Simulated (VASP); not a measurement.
Wanted: the native input for a VASP 6.6.1 run.

```yaml
Task: single point
Functional: PBE
Potentials_or_basis: VASP PAW PBE potentials, release 64 (Mo_sv, Pb_d)
Cutoff: 520 eV
k_mesh: 12 × 12 × 12
Occupations: gaussian, width 0.1 eV
Spin: no spin polarisation
Dipole_correction: no
Further_INCAR_settings: ALGO = Fast; EDIFF = 1e-06; NBANDS = 36
```

The structure of Mo3Pb lies in POSCAR:

```
Mo3Pb
1.0
    4.1700707844      0.0000000000      0.0000000000
    0.0000000000      4.1700707844      0.0000000000
    0.0000000000      0.0000000000      4.1067484237
Mo Pb
3 1
Direct
    0.5000000000      0.5000000000      0.0698543735
    0.5000000000      0.0000000000      0.4782989168
    0.0000000000      0.5000000000      0.4782989168
    0.0000000000      0.0000000000      0.9727884642
```

These files were run (other wordings do the same):

INCAR

```
SYSTEM = Mo3Pb
PREC = Accurate
ENCUT = 520
EDIFF = 1E-6
ISMEAR = 0
SIGMA = 0.1
LREAL = .False.
LASPH = .True.
NELM = 100
ALGO = Fast
ISIF = 2
LWAVE = .False.
LCHARG = .False.
GGA = PE
NBANDS = 36
```

KPOINTS

```
Automatic mesh
0
Gamma
  12 12 12
  0 0 0
```

Potentials or basis: VASP PAW PBE potentials, release 64 (Mo_sv, Pb_d).

Command:

```sh
$ cat potpaw_PBE.64/Mo_sv/POTCAR potpaw_PBE.64/Pb_d/POTCAR > POTCAR
$ mpirun -np 1 vasp_std > vasp.out
```

Results of the run:

- Pressure: 0.3 GPa
- Largest force: 0.019 eV/Å
- Band gap on the k mesh: zero (band 28 reaches 12.24 eV, above the bottom of band 29 at 11.12 eV)

Caveat: spin-orbit coupling is left out, which moves the levels of the heavy elements.

It took 6.8 min on 1 thread of Intel Xeon 6975P-C (shared host), peak memory 0.5 GiB.
